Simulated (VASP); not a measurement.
Input of a VASP 6.6.1 run:

The input POSCAR:

```
CdS
1.0
    0.0000000000      2.7950788809      2.7950788809
    2.7950788809      0.0000000000      2.7950788809
    2.7950788809      2.7950788809      0.0000000000
Cd S
1 1
Direct
   -0.0021230927      0.0021230927      0.0021230927
    0.5074443337      0.4925556663      0.4925556663
```

INCAR.step1

```
SYSTEM = CdS
PREC = Accurate ; ENCUT = 520
ISMEAR = 0 ; SIGMA = 0.05
LREAL = .FALSE. ; LASPH = .TRUE.
NELM = 80 ; NBANDS = 16
GGA = PE ; ALGO = Normal
EDIFF = 1E-4 ; LWAVE = .TRUE.
LCHARG = .FALSE.
```

INCAR.step2

```
SYSTEM = CdS
PREC = Accurate ; ENCUT = 520
EDIFF = 1E-6 ; ISMEAR = 0
SIGMA = 0.05 ; LREAL = .FALSE.
LASPH = .TRUE. ; NELM = 80
ALGO = Normal ; ISIF = 2
LWAVE = .FALSE. ; LCHARG = .FALSE.
METAGGA = R2SCAN ; LMIXTAU = .TRUE.
NBANDS = 16 ; ISTART = 1
```

Contents of KPOINTS:

```
Automatic mesh
0
G
  8 8 8
  0 0 0
```

Potentials or basis: VASP PAW PBE potentials, release 64 (Cd, S).

Command:

```console
$ cat potpaw_PBE.64/Cd/POTCAR potpaw_PBE.64/S/POTCAR > POTCAR
$ cp INCAR.step1 INCAR
$ mpirun -np 1 vasp_std > vasp.out
$ cp INCAR.step2 INCAR
$ mpirun -np 1 vasp_std > vasp.out
```

(1) Predict the pressure.

(2) Predict the largest force.

(3) Predict the band gap on the k mesh.

## Answers

(1) -4.8 GPa.

(2) 0.042 eV/Å.

(3) 0.73 eV, indirect (least direct gap 1.84 eV).

Caveat: the PAW data sets were made with another functional, which shifts forces and pressure a little.
